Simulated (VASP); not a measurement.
# C (P6_3/mmc) in VASP: a series of runs

The runs below take C through single point, with r2SCAN.

Program: VASP 6.6.1. These are calculated values, not measurements. Logs are shortened: lines on timing, memory, paths and dates and some standing lists are left out, and cuts for length are marked.

### Step 1. The cell of the first run

Symmetry: P6_3/mmc, No. 194, hexagonal system. Conventional cell: a = 2.475 Å, b = 2.475 Å, c = 2.293 Å, α = 90.00°, β = 90.00°, γ = 120.00°. Within 2.4 Å of C (site symmetry -6m2) lie 8 C at 1.83 to 2.29 Å.

### Step 2. Single point, r2SCAN

Input file POSCAR:

```
C
1.0
    2.4746234892      0.0000000000      0.0000000000
   -1.2373117446      2.1430868064      0.0000000000
    0.0000000000      0.0000000000      2.2931230568
C
2
Direct
    0.3333333333      0.6666666667      0.2500000000
    0.6666666667      0.3333333333      0.7500000000
```

Input file INCAR.step1:

```
ALGO = Normal
EDIFF = 1E-4
ENCUT = 520
GGA = PE
ISMEAR = -1
LASPH = T
LCHARG = F
LREAL = F
LWAVE = T
NBANDS = 11
NELM = 60
PREC = Accurate
SIGMA = 0.05
```

Input file INCAR.step2:

```
ALGO = Normal
EDIFF = 1E-6
ENCUT = 520
ISIF = 2
ISMEAR = -1
ISTART = 1
LASPH = T
LCHARG = F
LMIXTAU = T
LREAL = F
LWAVE = F
METAGGA = R2SCAN
NBANDS = 11
NELM = 60
PREC = Accurate
SIGMA = 0.05
```

Input file KPOINTS:

```
k-points
0
Gamma
  12 12 7
```

Potentials or basis: VASP PAW PBE potentials, release 64 (C).

Launch:

```sh
> cat potpaw_PBE.64/C/POTCAR > POTCAR
> cp INCAR.step1 INCAR
> mpirun -np 1 vasp_std > vasp.out
> cp INCAR.step2 INCAR
> mpirun -np 1 vasp_std > vasp.out
```

OUTCAR:

```text
EDIFF = 1E-6
   ENCUT = 520
   ISIF = 2
   ISMEAR = -1
   ISTART = 1
   LASPH = T
   LREAL = F
   METAGGA = R2SCAN
   NELM = 60
   PREC = Accurate

 ion  position               nearest neighbor table
   1  0.333  0.667  0.250-   2 1.83   2 1.83   2 1.83   2 1.83   2 1.83   2 1.83
   2  0.667  0.333  0.750-   1 1.83   1 1.83   1 1.83   1 1.83   1 1.83   1 1.83

  LATTYP: Found a hexagonal cell.
 ALAT       =     2.4746234892
 C/A-ratio  =     0.9266553344

  Lattice vectors:

 A1 = (   2.4746234892,   0.0000000000,   0.0000000000)
 A2 = (  -1.2373117446,   2.1430868064,   0.0000000000)
 A3 = (   0.0000000000,   0.0000000000,   2.2931230568)

Analysis of symmetry for initial positions (statically):
=====================================================================
 Subroutine PRICEL returns:
 Original cell was already a primitive cell.

 Routine SETGRP: Setting up the symmetry group for a
 hexagonal supercell.

 Subroutine GETGRP returns: Found 24 space group operations
 (whereof 12 operations were pure point group operations)
 out of a pool of 24 trial point group operations.

The static configuration has the point symmetry D_3d.
 The point group associated with its full space group is D_6h.

Analysis of symmetry for dynamics (positions and initial velocities):
=====================================================================
 Subroutine PRICEL returns:
 Original cell was already a primitive cell.

 Routine SETGRP: Setting up the symmetry group for a
 hexagonal supercell.

 Subroutine GETGRP returns: Found 24 space group operations
 (whereof 12 operations were pure point group operations)
 out of a pool of 24 trial point group operations.

The dynamic configuration has the point symmetry D_3d.
 The point group associated with its full space group is D_6h.

 Subroutine INISYM returns: Found 24 space group operations
 (whereof 12 operations are pure point group operations),
 and found     1 'primitive' translations

----------------------------------------------------------------------------------------

                                     Primitive cell

  volume of cell :      12.1612

  direct lattice vectors                    reciprocal lattice vectors
     2.474623489  0.000000000  0.000000000     0.404101878  0.233308328  0.000000000
    -1.237311745  2.143086806  0.000000000     0.000000000  0.466616656  0.000000000
     0.000000000  0.000000000  2.293123057     0.000000000  0.000000000  0.436086497

  length of vectors
     2.474623489  2.474623489  2.293123057     0.466616656  0.466616656  0.436086497

  position of ions in fractional coordinates (direct lattice)
     0.333333333  0.666666667  0.250000000
     0.666666667  0.333333333  0.750000000

  ion indices of the primitive-cell ions
   primitive index   ion index
                 1           1
                 2           2

----------------------------------------------------------------------------------------

 KPOINTS: k-points

Automatic generation of k-mesh.
 Grid dimensions read from file:
 generate k-points for:   12   12    7

 Generating k-lattice:

  Cartesian coordinates                     Fractional coordinates (reciprocal lattice)
     0.033675157  0.019442361  0.000000000     0.083333333  0.000000000  0.000000000
     0.000000000  0.038884721  0.000000000     0.000000000  0.083333333  0.000000000
     0.000000000  0.000000000  0.062298071     0.000000000  0.000000000  0.142857143

  Length of vectors
     0.038884721  0.038884721  0.062298071

  Shift w.r.t. Gamma in fractional coordinates (k-lattice)
     0.000000000  0.000000000  0.000000000

 Subroutine IBZKPT returns following result:
 ===========================================

 Found     76 irreducible k-points:

 Following reciprocal coordinates:
            Coordinates               Weight
  0.000000  0.000000  0.000000      1.000000
  0.083333 -0.000000  0.000000      6.000000
  0.166667 -0.000000  0.000000      6.000000
  0.250000  0.000000  0.000000      6.000000
  0.333333 -0.000000  0.000000      6.000000
  0.416667  0.000000  0.000000      6.000000
[... 16 lines left out ...]
  0.250000  0.000000  0.142857     12.000000
  0.333333 -0.000000  0.142857     12.000000
 [... further k-points ...]
   k-points           NKPTS =     76   k-points in BZ     NKDIM =     76   number of bands    NBANDS=     11
   number of dos      NEDOS =    301   number of ions     NIONS =      2
   total plane-waves  NPLWV =   5832
   dimension x,y,z NGX =    18 NGY =   18 NGZ =   18
   dimension x,y,z NGXF=    36 NGYF=   36 NGZF=   36
   ions per type =               2
   NGX,Y,Z   is equivalent  to a cutoff of  12.09, 12.09, 13.05 a.u.
   NGXF,Y,Z  is equivalent  to a cutoff of  24.18, 24.18, 26.10 a.u.
 SYSTEM =  unknown system
   PREC   = accura    normal or accurate (medium, high low for compatibility)
   ISTART =      1    job   : 0-new  1-cont  2-samecut
   ICHARG =      0    charge: 1-file 2-atom 10-const
   ISPIN  =      1    spin polarized calculation?
   LNONCOLLINEAR =      F non collinear calculations
   LSORBIT =      F    spin-orbit coupling
   LASPH  =      T    aspherical Exc in radial PAW
   ENCUT  =  520.0 eV  38.22 Ry    6.18 a.u.   4.60  4.60  4.26*2*pi/ulx,y,z
   NELM   =     60;   NELMIN=  2; NELMDL=  0     # of ELM steps
   EDIFF  = 0.1E-05   stopping-criterion for ELM
   LREAL  =      F    real-space projection
   EDIFFG = 0.1E-04   stopping-criterion for IOM
   NSW    =      0    number of steps for IOM
   IBRION =     -1    ionic relax: 0-MD 1-quasi-New 2-CG
   NFREE  =      0    steps in history (QN), initial steepest desc. (CG)
   ISIF   =      2    stress and relaxation
   ISYM   =      2    0-nonsym 1-usesym 2-fastsym
   POTIM  = 0.5000    time-step for ionic-motion
   TEBEG  =    0.0;   TEEND  =   0.0 temperature during run
   PSTRESS=    0.0 pullay stress
   NELECT =       8.0000    total number of electrons
   NUPDOWN=      -1.0000    fix difference up-down
   EMIN   =  10.00;   EMAX   =-10.00  energy-range for DOS
   EFERMI =   0.00;   METHOD = LEGACY
   ISMEAR =    -1;   SIGMA  =   0.05  broadening in eV -4-tet -1-fermi 0-gaus
   EFERMI_NEDOS =   21; number of points for ismear=-14 and -15
   IALGO  =     38    algorithm
   IMIX   =      4    mixing-type and parameters
     AMIX     =   0.40;   BMIX     =  1.00
     AMIX_MAG =   1.60;   BMIX_MAG =  1.00
  volume/ion in A,a.u.               =       6.08        41.03
  Fermi-wavevector in a.u.,A,eV,Ry     =   1.423790  2.690574 27.581448  2.027179
  Thomas-Fermi vector in A             =   2.544350
   LORBIT       =      0    0 simple, 1 ext, 2 COOP (PROOUT), +10 PAW based schemes
   METAGGA = R2SCAN    functional components
   LHFCALC =     F    Hartree Fock is set to
   AEXX    =    0.0000 exact exchange contribution
   IVDW    =     0    specifies the selected vdW correction
   LEPSILON=     F    determine dielectric tensor
   LRPA    =     F    only Hartree local field effects (RPA)
 non-spin polarized calculation
  energy-cutoff  :      520.00
  volume of cell :       12.16
 maximum number of plane-waves:       336
   NGX =  9   NGY =  9   NGZ =  9

 number of electron       7.9999999 magnetization

 Free energy of the ion-electron system (eV)
  ---------------------------------------------------
  ext. energy  EPLUGINS =         0.00000000
  ---------------------------------------------------
  free energy    TOTEN  =       -12.97315269 eV

  energy without entropy =      -12.96869628  energy(sigma->0) =      -12.97092448

 E-fermi :   9.3007     XC(G=0): -14.4125

 val. band max:        9.2709305285   @ k =   0.0000   0.0000   0.1429
 cond. band min:       9.3058230473   @ k =   0.1667  -0.0000   0.4286
 fundamental gap:      0.0348925188
 Fermi energy:         9.3006722743

 k-point     1 :       0.0000    0.0000    0.0000
  band No.  band energies     occupation
      1     -12.6048      2.00000
      2       7.0842      2.00000
      3       8.8209      1.99986
      4       8.8209      1.99986
      5      14.5234      0.00000
      6      16.0069      0.00000
      7      16.0069      0.00000
      8      22.8329      0.00000
      9      23.5828      0.00000
     10      30.0289      0.00000
     11      37.6994      0.00000

 k-point     2 :       0.0833   -0.0000    0.0000
  band No.  band energies     occupation
      1     -12.4109      2.00000
      2       7.2588      2.00000
      3       7.7005      2.00000
      4       8.3930      2.00000
      5      14.7716      0.00000
      6      16.0933      0.00000
      7      16.5694      0.00000
      8      22.4450      0.00000
      9      24.1779      0.00000
     10      29.9528      0.00000
     11      37.7590      0.00000

 k-point     3 :       0.1667   -0.0000    0.0000
  band No.  band energies     occupation
      1     -11.8313      2.00000
      2       5.2486      2.00000
      3       7.4542      2.00000
      4       7.7751      2.00000
      5      14.7395      0.00000
      6      16.5568      0.00000
      7      17.8546      0.00000
      8      21.3715      0.00000
      9      25.7012      0.00000
     10      29.6168      0.00000
     11      38.0967      0.00000
[... 267 lines left out ...]
 k-point    23 :       0.2500    0.0000    0.1429
  band No.  band energies     occupation
      1     -10.3709      2.00000
      2       2.8748      2.00000
      3       5.8499      2.00000
      4       6.9711      2.00000
      5      14.6762      0.00000
      6      17.3232      0.00000
      7      18.6075      0.00000
      8      19.7230      0.00000
      9      28.1902      0.00000
     10      31.0578      0.00000
     11      36.5329      0.00000

 k-point    24 :       0.3333   -0.0000    0.1429
  band No.  band energies     occupation
      1      -9.0568      2.00000
      2       0.0850      2.00000
      3       6.1889      2.00000
      4       6.9817      2.00000
      5      14.0679      0.00000
      6      15.8194      0.00000
      7      19.3471      0.00000
      8      20.0617      0.00000
      9      27.5605      0.00000
     10      33.7179      0.00000
     11      38.3878      0.00000

 [... further k-points ...]

------------------------ aborting loop because EDIFF is reached ----------------------------------------

  FORCE on cell =-STRESS in cart. coord.  units (eV):
  Direction    XX          YY          ZZ          XY          YZ          ZX
  --------------------------------------------------------------------------------------
  -------------------------------------------------------------------------------------
  Total        0.0407727      0.0407727      0.0621523     -0.0000000      0.0000000      0.0000000
  in kB        5.3716078      5.3716078      8.1882536     -0.0000000      0.0000000      0.0000000
  external PRESSURE =       6.3104898 kB  Pullay stress =       0.0000000 kB

 VOLUME and BASIS-vectors are now :
 -----------------------------------------------------------------------------
  energy-cutoff  :      520.00
  volume of cell :       12.16
      direct lattice vectors                 reciprocal lattice vectors
     2.474623489  0.000000000  0.000000000     0.404101878  0.233308328  0.000000000
    -1.237311745  2.143086806  0.000000000     0.000000000  0.466616656  0.000000000
     0.000000000  0.000000000  2.293123057     0.000000000  0.000000000  0.436086497

 POSITION                                       TOTAL-FORCE (eV/Angst)
 -----------------------------------------------------------------------------------
     -0.00000      1.42872      0.57328         0.000000      0.000000      0.000000
      1.23731      0.71436      1.71984        -0.000000     -0.000000      0.000000
 -----------------------------------------------------------------------------------
    total drift:                               -0.000000      0.000000     -0.000000

  FREE ENERGIE OF THE ION-ELECTRON SYSTEM (eV)
  ---------------------------------------------------
  free  energy   TOTEN  =       -12.9731526863 eV

  energy  without entropy=      -12.9686962784  energy(sigma->0) =      -12.97092448
```

It took 30 s on 1 thread of Intel Xeon 6975P-C, shared host; peak memory 0.12 GiB.

Results:

```yaml
Free_energy: -12.9732 eV
Pressure: 0.6 GPa
Band_gap_on_the_k_mesh: zero (band 4 reaches 13.60 eV, above the bottom of band 5 at 4.56 eV)
```

Caveat: the k points lie up to 0.39 Å⁻¹ apart; the PAW data sets were made with another functional, which shifts forces and pressure a little.

### Step 3. Single point, r2SCAN

This run uses another cell than the first one, of 6.34 Å³/atom, 1.042 times its volume.

Input file POSCAR:

```
C
1.0
    2.1211357100      0.0000000000      0.0000000000
   -1.0605678550      1.8369574098      0.0000000000
    0.0000000000      0.0000000000      3.2535184303
C
2
Direct
    0.3333333333      0.6666666667      0.2500000000
    0.6666666667      0.3333333333      0.7500000000
```

Input file INCAR.step1:

```
SYSTEM = C
ALGO = Normal
EDIFF = 1E-4
ENCUT = 520
GGA = PE
ISMEAR = -1
LASPH = .True.
LCHARG = .False.
LREAL = .False.
LWAVE = .True.
NBANDS = 11
NELM = 60
PREC = Accurate
SIGMA = 0.05
```

Input file INCAR.step2:

```
SYSTEM = C
ALGO = Normal
EDIFF = 1E-7
ENCUT = 520
ISIF = 2
ISMEAR = -1
ISTART = 1
LASPH = .True.
LCHARG = .False.
LMIXTAU = .True.
LREAL = .False.
LWAVE = .False.
METAGGA = R2SCAN
NBANDS = 11
NELM = 60
PREC = Accurate
SIGMA = 0.05
```

Input file KPOINTS:

```
k-points
0
Gamma
  12 12 7
  0 0 0
```

Potentials or basis: VASP PAW PBE potentials, release 64 (C).

Launch:

```sh
> cat potpaw_PBE.64/C/POTCAR > POTCAR
> cp INCAR.step1 INCAR
> mpirun -np 1 vasp_std > vasp.out
> cp INCAR.step2 INCAR
> mpirun -np 1 vasp_std > vasp.out
```

It used 20 s of CPU time on 1 thread of Intel Xeon 6975P-C, with other jobs on the host.

The run converged. Its results:

```
Free energy            : -10.3378 eV
Pressure               : 20.3 GPa
Band gap on the k mesh : zero (band 4 reaches 16.77 eV, above the bottom of band 5 at 4.10 eV)
```

Stress tensor (GPa, compression positive):
```
20.28  0.00  0.00
 0.00 20.28  0.00
 0.00  0.00 20.42
```

Levels at points of the mesh, in eV from the Fermi level:
| k point | band 2 | band 3 | band 4 | band 5 | band 6 | band 7 |
| --- | --- | --- | --- | --- | --- | --- |
| (0.00, 0.00, 0.00) | -10.14 | -9.17 | 6.66 | 6.66 | 9.32 | 9.32 |
| (0.50, 0.00, 0.00) | -11.78 | -2.59 | -1.77 | -1.02 | 1.77 | 2.17 |

Caveat: the PAW data sets were made with another functional, which shifts forces and pressure a little.
